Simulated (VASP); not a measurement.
# Li3V (Pm-3m) in VASP: a series of runs

The runs below take Li3V through relaxation of cell and atoms, single point, with PBE.

Program: VASP 6.6.1. These are calculated values, not measurements. Logs are shortened: lines on timing, memory, paths and dates and some standing lists are left out, and cuts for length are marked.

## Step 1: The cell of the first run

Symmetry: Pm-3m, No. 221, cubic system. The conventional cell has a = 3.638 Å, b = 3.638 Å, c = 3.638 Å, α = 90.00°, β = 90.00°, γ = 90.00°. Within 3.4 Å of Li (site symmetry 4/mmm) lie 8 Li at 2.57 Å and 4 V at 2.57 Å. Within 3.4 Å of V (site symmetry m-3m) lie 12 Li at 2.57 Å.

## Step 2: Relaxation of cell and atoms, PBE, collinear spin, ferromagnetic start

INCAR

```
SYSTEM = Li3V
PREC = Accurate
ENCUT = 600
EDIFF = 1E-6
ISMEAR = 0
SIGMA = 0.1
LREAL = .FALSE.
LASPH = .TRUE.
NELM = 150
ALGO = Normal
ISIF = 3
LWAVE = .FALSE.
LCHARG = .FALSE.
ISPIN = 2
MAGMOM = 0.16 0.16 0.16 2.87
LORBIT = 11
LMAXMIX = 4
GGA = PE
IBRION = 2
NSW = 90
EDIFFG = -0.04
```

KPOINTS

```
Automatic mesh
0
G
  6 6 6
  0 0 0
```

POSCAR

```
Li3V
1.0
    3.6377425814      0.0000000000      0.0000000000
    0.0000000000      3.6377425814      0.0000000000
    0.0000000000      0.0000000000      3.6377425814
Li V
3 1
Direct
    0.0000000000      0.5000000000      0.5000000000
    0.5000000000      0.0000000000      0.5000000000
    0.5000000000      0.5000000000      0.0000000000
    0.0000000000      0.0000000000      0.0000000000
```

Potentials or basis: VASP PAW PBE potentials, release 64 (Li_sv, V_sv).

Command:

```console
cat potpaw_PBE.64/Li_sv/POTCAR potpaw_PBE.64/V_sv/POTCAR > POTCAR
mpirun -np 1 vasp_std > vasp.out
```

OUTCAR:

```text
SYSTEM = Li3V
   PREC = Accurate
   ENCUT = 600
   EDIFF = 1E-6
   ISMEAR = 0
   LREAL = .FALSE.
   LASPH = .TRUE.
   NELM = 150
   ISIF = 3
   ISPIN = 2
   LORBIT = 11
   GGA = PE
   IBRION = 2
   NSW = 90
   EDIFFG = -0.04

 ion  position               nearest neighbor table
   1  0.000  0.500  0.500-   2 2.57   3 2.57   4 2.57   3 2.57   4 2.57   2 2.57   4 2.57   4 2.57
                             2 2.57   3 2.57   3 2.57   2 2.57
   2  0.500  0.000  0.500-   1 2.57   3 2.57   4 2.57   3 2.57   4 2.57   1 2.57   3 2.57   3 2.57
                             1 2.57   4 2.57   4 2.57   1 2.57
   3  0.500  0.500  0.000-   1 2.57   2 2.57   4 2.57   1 2.57   2 2.57   2 2.57   4 2.57   2 2.57
                             1 2.57   4 2.57   1 2.57   4 2.57
   4  0.000  0.000  0.000-   1 2.57   2 2.57   3 2.57   1 2.57   2 2.57   1 2.57   3 2.57   1 2.57
                             2 2.57   3 2.57   2 2.57   3 2.57

  LATTYP: Found a simple cubic cell.
 ALAT       =     3.6377425814

  Lattice vectors:

 A1 = (   3.6377425814,   0.0000000000,   0.0000000000)
 A2 = (   0.0000000000,   3.6377425814,   0.0000000000)
 A3 = (   0.0000000000,   0.0000000000,   3.6377425814)

Analysis of symmetry for initial positions (statically):
=====================================================================
 Subroutine PRICEL returns:
 Original cell was already a primitive cell.

 Routine SETGRP: Setting up the symmetry group for a
 simple cubic supercell.

 Subroutine GETGRP returns: Found 48 space group operations
 (whereof 48 operations were pure point group operations)
 out of a pool of 48 trial point group operations.

The static configuration has the point symmetry O_h .

Analysis of symmetry for dynamics (positions and initial velocities):
=====================================================================
 Subroutine PRICEL returns:
 Original cell was already a primitive cell.

 Routine SETGRP: Setting up the symmetry group for a
 simple cubic supercell.

 Subroutine GETGRP returns: Found 48 space group operations
 (whereof 48 operations were pure point group operations)
 out of a pool of 48 trial point group operations.

The dynamic configuration has the point symmetry O_h .

Analysis of structural, dynamic, and magnetic symmetry:
=====================================================================
 Subroutine PRICEL returns:
 Original cell was already a primitive cell.

 Routine SETGRP: Setting up the symmetry group for a
 simple cubic supercell.

 Subroutine GETGRP returns: Found 48 space group operations
 (whereof 48 operations were pure point group operations)
 out of a pool of 48 trial point group operations.

The overall configuration has the point symmetry O_h .

 Subroutine INISYM returns: Found 48 space group operations
 (whereof 48 operations are pure point group operations),
 and found     1 'primitive' translations

[... 119 lines left out ...]
   LHFCALC =     F    Hartree Fock is set to
   AEXX    =    0.0000 exact exchange contribution
   IVDW    =     0    specifies the selected vdW correction
   LEPSILON=     F    determine dielectric tensor
   LRPA    =     F    only Hartree local field effects (RPA)
 conjugate gradient relaxation of ions
 spin polarized calculation
 Gauss-broadening in eV      SIGMA  =   0.10
  energy-cutoff  :      600.00
  volume of cell :       48.14
 maximum number of plane-waves:      1640
 NGX is ok and might be reduce to    30
   NGX = 15   NGY = 15   NGZ = 15

--------------------------------------- Ionic step        1  -------------------------------------------

 number of electron      21.9999985 magnetization       4.0100547

 Free energy of the ion-electron system (eV)
  ---------------------------------------------------
  ext. energy  EPLUGINS =         0.00000000
  ---------------------------------------------------
  free energy    TOTEN  =       -11.83500518 eV

  energy without entropy =      -11.82277862  energy(sigma->0) =      -11.82889190

------------------------ aborting loop because EDIFF is reached ----------------------------------------

  FORCE on cell =-STRESS in cart. coord.  units (eV):
  Direction    XX          YY          ZZ          XY          YZ          ZX
  --------------------------------------------------------------------------------------
  -------------------------------------------------------------------------------------
  Total        5.8160447      5.8160447      5.8160447      0.0000000      0.0000000      0.0000000
  in kB      193.5719503    193.5719503    193.5719503      0.0000000      0.0000000      0.0000000
  external PRESSURE =     193.5719503 kB  Pullay stress =       0.0000000 kB
[... 101 lines left out ...]
--------------------------------------- Ionic step        4  -------------------------------------------

 number of electron      22.0000014 magnetization       4.0166996

 Free energy of the ion-electron system (eV)
  ---------------------------------------------------
  ext. energy  EPLUGINS =         0.00000000
  ---------------------------------------------------
  free energy    TOTEN  =       -12.83127928 eV

  energy without entropy =      -12.82488788  energy(sigma->0) =      -12.82808358

 E-fermi :   2.7177     XC(G=0):  -8.5069

 val. band max:        2.7087085903   @ k =   0.3333   0.3333   0.0000
 cond. band min:       2.7820112197   @ k =   0.3333   0.3333   0.1667
 fundamental gap:      0.0733026294
 Fermi energy:         2.7177191730

 spin component 1

 k-point     1 :       0.0000    0.0000    0.0000
  band No.  band energies     occupation
      1     -62.2729      1.00000
      2     -43.2203      1.00000
      3     -43.1852      1.00000
      4     -43.1852      1.00000
      5     -36.1514      1.00000
      6     -36.1514      1.00000
[... 376 lines left out ...]
      3     -43.1965      1.00000
      4     -43.1965      1.00000
      5     -36.1552      1.00000
      6     -36.1551      1.00000
[... 9 lines left out ...]
     16       2.9797      0.00011
     17       4.1221      0.00000
 Fermi energy:         2.7177191730

 spin component 2

 k-point     1 :       0.0000    0.0000    0.0000
  band No.  band energies     occupation
      1     -59.4909      1.00000
      2     -43.1929      1.00000
      3     -43.1578      1.00000
      4     -43.1578      1.00000
      5     -33.3898      1.00000
      6     -33.3898      1.00000
[... 420 lines left out ...]
  FREE ENERGIE OF THE ION-ELECTRON SYSTEM (eV)
  ---------------------------------------------------
  free  energy   TOTEN  =       -12.8312792751 eV

  energy  without entropy=      -12.8248878844  energy(sigma->0) =      -12.82808358

 reached required accuracy - stopping structural energy minimisation

 total charge

# of ion       s       p       d       tot
------------------------------------------
    1        2.039   0.061   0.000   2.100
    2        2.039   0.061   0.000   2.100
    3        2.039   0.061   0.000   2.100
    4        2.252   6.063   3.004  11.319
--------------------------------------------------
tot          8.369   6.245   3.004  17.618

 magnetization (x)

# of ion       s       p       d       tot
------------------------------------------
    1        0.003   0.013   0.000   0.016
    2        0.003   0.013   0.000   0.016
    3        0.003   0.013   0.000   0.016
    4        0.026   0.055   2.824   2.905
--------------------------------------------------
tot          0.035   0.093   2.824   2.952
```

CONTCAR:

```text
Li3V
   1.00000000000000
     4.0948783152958157    0.0000000000000000    0.0000000000000000
     0.0000000000000000    4.0948783152958148   -0.0000000000000000
     0.0000000000000000    0.0000000000000000    4.0948783152958157
  Li              V
     3     1
Direct
     0.0000000000000000    0.5000000000000000    0.5000000000000000
     0.5000000000000000    0.0000000000000000    0.5000000000000000
     0.5000000000000000    0.5000000000000000    0.0000000000000000
     0.0000000000000000    0.0000000000000000    0.0000000000000000

  0.00000000E+00  0.00000000E+00  0.00000000E+00
  0.00000000E+00  0.00000000E+00  0.00000000E+00
  0.00000000E+00  0.00000000E+00  0.00000000E+00
  0.00000000E+00  0.00000000E+00  0.00000000E+00
```

Wall time 76 s (1 thread of Intel Xeon 6975P-C (Granite Rapids), shared host); peak memory 0.2 GiB.

What came out:

* Free energy: -12.8313 eV
* Relaxed volume: 17.17 Å³/atom
* Relaxed cell: a = 4.095 Å, b = 4.095 Å, c = 4.095 Å, α = 90.00°, β = 90.00°, γ = 90.00°
* Space group after relaxing (to 0.1 Å): Pm-3m (No. 221)
* Energy gained by relaxing: 249.1 meV/atom
* Ionic steps: 4
* Pressure after relaxing: 0.1 GPa
* Band gap on the k mesh: zero (filled and empty bands overlap)
* Net moment: 4.02 μB per cell
* Site moments: Li +0.02; V +2.90 μB
* Valence electrons inside the program's atomic spheres: Li 2.10; V 11.32

Step by step:
```csv
step,energy change (eV),largest force (eV/Å),pressure (GPa),volume (Å³)
1,0.0000,0.0000,19.36,48.14
2,-0.8204,0.0000,6.28,59.00
3,-0.9913,0.0000,0.92,66.99
4,-0.9963,0.0000,0.07,68.66
```

Final structure:
```
Li V
1.0
     4.09488    0.00000    0.00000
     0.00000    4.09488    0.00000
     0.00000    0.00000    4.09488
Li V
3 1
Direct
  0.00000 0.50000 0.50000
  0.50000 0.00000 0.50000
  0.50000 0.50000 0.00000
  0.00000 0.00000 0.00000
```

Caveat: the cutoff is under 1.25 times the usual one of these potentials, so pressure, stress and relaxed cells hold a basis-set (Pulay) error; the volume moved by over 15 % at a fixed basis, so the end points are rough.

(Continued in part 2 of 2.)
